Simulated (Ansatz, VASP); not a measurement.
# One calculation of ZnS, two programs

The input POSCAR:

```
ZnS
1.0
    3.8065185998      0.0000000000      0.0000000000
   -1.9032592999      3.2965418074      0.0000000000
    0.0000000000      0.0000000000      6.2448028324
Zn S
2 2
Direct
    0.3333333333      0.6666666667      0.0003440771
    0.6666666667      0.3333333333      0.5003440771
    0.3333333333      0.6666666667      0.3746559229
    0.6666666667      0.3333333333      0.8746559229
```

Contents of INCAR.step1:

```
SYSTEM = ZnS
ALGO = Normal ; EDIFF = 1E-4
ENCUT = 520 ; GGA = PE
ISMEAR = 0 ; LASPH = .True.
LCHARG = .False. ; LREAL = .False.
LWAVE = .True. ; NBANDS = 26
NELM = 80 ; PREC = Accurate
SIGMA = 0.02
```

File INCAR.step2:

```
SYSTEM = ZnS
ALGO = Normal ; EDIFF = 1E-6
ENCUT = 520 ; ISIF = 2
ISMEAR = 0 ; ISTART = 1
LASPH = .True. ; LCHARG = .True.
LELF = .True. ; LMIXTAU = .True.
LREAL = .False. ; LVHAR = .True.
LWAVE = .False. ; METAGGA = R2SCAN
NBANDS = 26 ; NELM = 80
PREC = Accurate ; SIGMA = 0.02
```

KPOINTS

```
k-points
0
Gamma
  6 6 4
  0 0 0
```

Input for Ansatz:

```yaml
crystal:
  lattice:
    - [3.8065185602, 0.0, 0.0]
    - [-1.9032592801, 3.2965417732, 0.0]
    - [0.0, 0.0, 6.2448028839]
  atoms:
    - { symbol: Zn, position: [0.3333333333, 0.6666666667, 0.0003440806] }
    - { symbol: Zn, position: [0.6666666667, 0.3333333333, 0.5003440806] }
    - { symbol: S, position: [0.3333333333, 0.6666666667, 0.3746559194] }
    - { symbol: S, position: [0.6666666667, 0.3333333333, 0.8746559194] }
basis:
  ecutwfc: 500
kpoints:
  mp_grid: { grid: [6, 6, 4] }
hamiltonian:
  xc: r2scan
scf:
  occupations: { method: gaussian, width: 0.02 }
output:
  forces: true
  stress: true
  eigenvalues: true
```

Alike in both runs: task single point; functional r2SCAN; k mesh 6 × 6 × 4; occupations gaussian, width 0.02 eV; no spin polarisation.

```csv
,VASP,Ansatz
version,VASP 6.6.1,Ansatz 0.2.0
potentials or method,"VASP PAW PBE potentials, release 64 (Zn, S), cutoff 520 eV","scalar-relativistic, plane waves, PAW"
valence electrons in the cell,36,36
```

```csv
,VASP,Ansatz,Ansatz less VASP
gap on the k mesh at the Fermi level (eV),2.79,2.78,-0.010
least direct gap on the mesh (eV),2.79,2.78,-0.010
pressure (GPa),0.1,0.0,-0.09
```

VASP's potentials were made for PBE, not for r2SCAN.
